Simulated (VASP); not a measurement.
Wanted: the native input for a VASP 6.6.1 run.

```yaml
Task: single point
Functional: LDA
Potentials_or_basis: VASP PAW LDA potentials, release 64 (Ba_sv, Hg)
Cutoff: 520 eV
k_mesh: 6 × 6 × 6
Occupations: fermi-dirac, width 0.1 eV
Spin: no spin polarisation
Dipole_correction: no
Further_INCAR_settings: ALGO = Normal; EDIFF = 1e-06; NBANDS = 18
```

The structure of BaHg lies in POSCAR:

```
BaHg
1.0
    4.1787600000      0.0000000000      0.0000000000
    0.0000000000      4.1787600000      0.0000000000
    0.0000000000      0.0000000000      4.1787600000
Ba Hg
1 1
Direct
    0.0000000000      0.0000000000      0.0000000000
    0.5000000000      0.5000000000      0.5000000000
```

The input as run:

INCAR

```
ALGO     = Normal         # electronic algorithm
EDIFF    = 1E-6           # SCF threshold, eV
ENCUT    = 520            # plane-wave cutoff, eV
ISIF     = 2              # what is computed and relaxed
ISMEAR   = -1             # smearing method
LASPH    = T              # aspherical terms in the spheres
LCHARG   = T              # write CHGCAR
LELF     = T              # ELF
LREAL    = F              # projectors in reciprocal space
LVHAR    = T            
LWAVE    = F              # write WAVECAR
NBANDS   = 18             # bands
NELM     = 80             # most SCF steps
PREC     = Accurate       # precision mode
SIGMA    = 0.1            # smearing width, eV
```

KPOINTS

```
k-points
0
Gamma
  6 6 6
```

Potentials or basis: VASP PAW LDA potentials, release 64 (Ba_sv, Hg).

Command:

```sh
$ cat potpaw_LDA.64/Ba_sv/POTCAR potpaw_LDA.64/Hg/POTCAR > POTCAR
$ mpirun -np 1 vasp_std > vasp.out
```

Results of the run:

```
Pressure               : -2.5 GPa
Band gap on the k mesh : zero (band 11 reaches 3.21 eV, above the bottom of band 12 at 1.16 eV)
```

Caveat: spin-orbit coupling is left out, which moves the levels of the heavy elements.

It took 8.3 s on 1 thread of Intel(R) Xeon(R) 6975P-C (Granite Rapids), with other jobs on the host, peak memory 0.16 GiB.
